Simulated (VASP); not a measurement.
A run of VASP 6.6.1 is set up as follows.

Contents of INCAR:

```
ALGO = Normal
EDIFF = 1E-6
ENCUT = 500
GGA = PE
GGA_COMPAT = F
ISIF = 2
ISMEAR = 0
LASPH = T
LCHARG = T
LELF = T
LREAL = F
LVHAR = T
LWAVE = F
NBANDS = 11
NELM = 120
PREC = Accurate
SIGMA = 0.01
```

The input KPOINTS:

```
k-points
0
Gamma
  2 2 2
```

POSCAR

```
Si
1.0
    0.0000000000      2.7155000000      2.7155000000
    2.7155000000      0.0000000000      2.7155000000
    2.7155000000      2.7155000000      0.0000000000
Si
2
Direct
    0.0000000000      0.0000000000      0.0000000000
    0.2500000000      0.2500000000      0.2500000000
```

Potentials or basis: VASP PAW PBE potentials, release 64 (Si).

Run with:

```console
$ cat potpaw_PBE.64/Si/POTCAR > POTCAR
$ mpirun -np 1 vasp_std > vasp.out
```

Question: Predict the pressure.

Answer: 9.8 GPa.

Question: Estimate the band gap on the k mesh.

Answer: 0.60 eV, indirect (least direct gap 2.44 eV).

Caveat: the k points lie up to 1.00 Å⁻¹ apart. As with any semilocal functional, this PBE gap is likely too small.
